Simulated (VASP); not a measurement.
Crystal: BaTiO3.

```
Ba Ti O
1.0
     4.05007    0.00000    0.00000
     0.01138    4.05005    0.00000
     0.01138    0.01135    4.05004
Ba Ti O
1 1 3
Direct
  0.00000 0.00000 0.00000
  0.48720 0.48720 0.48720
  0.51090 0.51090 0.01930
  0.01930 0.51090 0.51090
  0.51090 0.01930 0.51090
```

Base run:

| Item | Value |
| --- | --- |
| Program | VASP 6.6.1 |
| Functional | PBE |
| Potentials or basis | VASP PAW PBE potentials, release 64 (Ba_sv, Ti_sv, O) |
| Cutoff | 520 eV |
| k mesh | 5 × 5 × 5 |
| Occupations | fermi-dirac, width 0.1 eV |
| Spin | no spin polarisation |

Its results: band gap on the k mesh 2.38 eV, indirect (least direct gap 2.68 eV); pressure 0.8 GPa; largest force 0.227 eV/Å.

Q: The run is repeated on the same cell with these changes: further incar settings from ALGO = Normal; EDIFF = 1e-06; NBANDS = 28 to ALGO = Normal; EDIFF = 1e-06; NBANDS = 28; ISYM = 0; dispersion from none to D3(BJ). What comes out?

A: Band gap on the k mesh 2.38 eV, indirect (least direct gap 2.68 eV); pressure -2.4 GPa; largest force 0.231 eV/Å.

Caveats: spin-orbit coupling is left out, which moves the levels of the heavy elements.

A k mesh can miss the band edges.
